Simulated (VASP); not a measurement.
AsSe2: single point with PBE

AsSe2:

```xyz
3
Lattice="4.7613 0.0000 0.0000 -2.3807 4.1234 0.0000 0.0000 0.0000 3.1493" Properties=species:S:1:pos:R:3 pbc="T T T"
As    0.0000    0.0000    0.0000
Se    0.0000    2.7489    1.5746
Se    2.3807    1.3745    1.5746
```

The cell was built from a structure type or drawn by symmetry, and may not be a known phase.

| Quantity | Value |
| --- | --- |
| Program | VASP 6.6.1 |
| Task | single point |
| Functional | PBE |
| Potentials or basis | VASP PAW PBE potentials, release 64 (As, Se) |
| Cutoff | 520 eV |
| k mesh | 12 × 12 × 14 |
| Occupations | gaussian, width 0.1 eV |
| Spin | no spin polarisation |
| Dipole correction | no |
| Further INCAR settings | ALGO = Normal; EDIFF = 1e-06; NBANDS = 16 |

```json
{
  "Pressure": "0.0 GPa",
  "Band gap on the k mesh": "zero (an odd number of electrons rules out a gap without spin polarisation)"
}
```

Levels at points of the mesh, in eV from the Fermi level:
| k point | band 6 | band 7 | band 8 | band 9 | band 10 | band 11 |
| --- | --- | --- | --- | --- | --- | --- |
| (0.00, 0.00, 0.00) | -3.89 | -3.89 | -1.10 | 2.19 | 3.88 | 4.08 |
| (0.50, 0.00, 0.00) | -1.48 | 0.16 | 0.80 | 0.80 | 0.89 | 1.36 |
| (0.00, 0.00, 0.50) | -4.03 | -2.72 | -2.47 | -0.65 | -0.65 | -0.55 |
| (0.50, 0.00, 0.50) | -4.82 | -3.77 | -1.16 | 0.27 | 0.61 | 1.88 |

Run time: 33 s on 1 thread of Intel(R) Xeon(R) 6975P-C (Granite Rapids) (shared host), peak memory 0.28 GiB.
